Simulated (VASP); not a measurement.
The system is Cd3Ir.

```
Cd Ir
1.0
     4.21670    0.00000    0.00000
     0.00000    4.21670    0.00000
     0.00000    0.00000    4.21670
Cd Ir
3 1
Direct
  0.00000 0.50000 0.50000
  0.50000 0.00000 0.50000
  0.50000 0.50000 0.00000
  0.00000 0.00000 0.00000
```

| Quantity | Value |
| --- | --- |
| Program | VASP 6.6.1 |
| Task | relaxation of volume and atoms at fixed shape |
| Functional | PBEsol |
| Potentials or basis | VASP PAW PBE potentials, release 64 (Cd_sv_GW, Ir_sv_GW) |
| Cutoff | 540 eV |
| k mesh | 5 × 5 × 5 |
| Occupations | fermi-dirac, width 0.1 eV |
| Spin | no spin polarisation |

At the start: pressure -9.4 GPa; volume 18.74 Å³/atom.

Question: Where does the relaxation end?

Answer: Over 4 steps the energy falls by 44.2 meV/atom and the volume is 17.35 Å³/atom (-7.5 %); space group Pm-3m (No. 221, to 0.1 Å) before and after.

Step by step:
```
step  energy change (eV)  largest force (eV/Å)  pressure (GPa)  volume (Å³)
   1              0.0000                0.0000           -9.40        74.98
   2              0.0817                0.0000           15.75        63.67
   3             -0.1766                0.0000           -0.21        69.49
   4             -0.1767                0.0000            0.02        69.39
```

Final structure:
```xyz
4
Lattice="4.1092 0.0000 0.0000 0.0000 4.1092 0.0000 0.0000 0.0000 4.1092" Properties=species:S:1:pos:R:3 pbc="T T T"
Cd    0.0000    2.0546    2.0546
Cd    2.0546    0.0000    2.0546
Cd    2.0546    2.0546    0.0000
Ir    0.0000    0.0000    0.0000
```

Caveat: the PAW data sets were made with another functional, which shifts forces and pressure a little.
